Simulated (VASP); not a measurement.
Write the native input for VASP 6.6.1 that does the following.

```yaml
Task: single point
Functional: PBE
Potentials_or_basis: VASP PAW PBE potentials, release 64 (Be)
Cutoff: 520 eV
k_mesh: 19 × 19 × 11
Occupations: fermi-dirac, width 0.08 eV
Spin: no spin polarisation
Dipole_correction: no
Further_INCAR_settings: ALGO = Normal; EDIFF = 1e-06; NBANDS = 9
```

The structure of Be lies in POSCAR:

```
Be
1.0
    2.1812774852      0.0000000000      0.0000000000
   -1.0906387426      1.8890417149      0.0000000000
    0.0000000000      0.0000000000      3.4526003394
Be
2
Direct
    0.3333333333      0.6666666667      0.2500000000
    0.6666666667      0.3333333333      0.7500000000
```

This cell differs from its parent crystal: volume scaled by 0.9.

One way to write it, as run:

INCAR

```
SYSTEM = Be
PREC = Accurate
ENCUT = 520
EDIFF = 1E-6
ISMEAR = -1
SIGMA = 0.08
LREAL = .False.
LASPH = .True.
NELM = 60
ALGO = Normal
ISIF = 2
LWAVE = .False.
LCHARG = .False.
GGA = PE
NBANDS = 9
```

KPOINTS

```
Automatic mesh
0
Gamma
  19 19 11
  0 0 0
```

Potentials or basis: VASP PAW PBE potentials, release 64 (Be).

Launch:

```bash
$ cat potpaw_PBE.64/Be/POTCAR > POTCAR
$ mpirun -np 1 vasp_std > vasp.out
```

Results of the run:

| Item | Value |
| --- | --- |
| Pressure | 15.7 GPa |
| Band gap on the k mesh | zero (band 2 reaches 8.72 eV, above the bottom of band 3 at 7.18 eV) |

It took 6.1 s on 1 thread of Intel(R) Xeon(R) 6975P-C (Granite Rapids) (shared host), peak memory 0.13 GiB.
